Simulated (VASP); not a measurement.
Al2InAs3, 6 atoms in the cell. Symmetry: P3m1, No. 156, trigonal system. The conventional cell has a = 4.238 Å, b = 4.238 Å, c = 10.386 Å, α = 90.00°, β = 90.00°, γ = 120.00°. Within 3.3 Å of Al (site symmetry 3m) lie 4 As at 2.51 to 2.57 Å. Al (site symmetry 3m) has 4 As at 2.53 to 2.57 Å within 3.3 Å. Within 3.5 Å of In (site symmetry 3m) lie 4 As at 2.65 to 2.73 Å. As (site symmetry 3m) has 1 Al at 2.51 Å and 3 In at 2.65 Å within 3.3 Å. Within 3.4 Å of As (site symmetry 3m) lie 3 Al at 2.57 Å and 1 In at 2.73 Å. Within 3.3 Å of As (site symmetry 3m) lie 4 Al at 2.53 to 2.57 Å.  This cell differs from its parent crystal: volume scaled by 1.06, then relaxed in part.

```yaml
Program: VASP 6.6.1
Task: single point
Functional: PBE
Potentials_or_basis: VASP PAW PBE potentials, release 64 (Al, In_d, As)
Cutoff: 520 eV
k_mesh: 6 × 6 × 4
Occupations: gaussian, width 0.02 eV
Spin: no spin polarisation
Dipole_correction: no
Further_INCAR_settings: ALGO = Normal; EDIFF = 1e-06; NBANDS = 26
```

Potentials or basis: VASP PAW PBE potentials, release 64 (Al, In_d, As).

Launch:

```bash
$ cat potpaw_PBE.64/Al/POTCAR potpaw_PBE.64/In_d/POTCAR potpaw_PBE.64/As/POTCAR > POTCAR
$ mpirun -np 1 vasp_std > vasp.out
```

Hardware: 1 thread of Intel(R) Xeon(R) Platinum 8259CL CPU @ 2.50GHz (Skylake/Cascade Lake), with other jobs on the host.

Q: Estimate the wall time of this run.

A: Wall time 100 s on 1 thread of Intel(R) Xeon(R) Platinum 8259CL CPU @ 2.50GHz (Skylake/Cascade Lake), with other jobs on the host, peak memory 0.33 GiB. Counts: scf iterations 15, k points 24.
